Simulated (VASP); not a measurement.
Here is a VASP 6.6.1 calculation.

Contents of INCAR:

```
PREC = Accurate ; ENCUT = 520
EDIFF = 1E-7 ; ISMEAR = -1
SIGMA = 0.05 ; LREAL = False
LASPH = True ; NELM = 80
ALGO = Normal ; ISIF = 2
LWAVE = False ; LCHARG = False
GGA = PE ; NBANDS = 14
```

File KPOINTS:

```
Automatic mesh
0
Gamma
  9 9 13
```

The input POSCAR:

```
As
1.0
    4.0812307362      0.0000000000      0.0000000000
   -2.0406153681      3.5344494963      0.0000000000
    0.0000000000      0.0000000000      2.4135198600
As
3
Direct
    0.0000000000      0.0000000000      0.0000000000
    0.3333333333      0.6666666667      0.5000000000
    0.6666666667      0.3333333333      0.5000000000
```

Potentials or basis: VASP PAW PBE potentials, release 64 (As).

Run with:

```sh
$ cat potpaw_PBE.64/As/POTCAR > POTCAR
$ mpirun -np 1 vasp_std > vasp.out
```

Predict the pressure.

123.2 GPa.
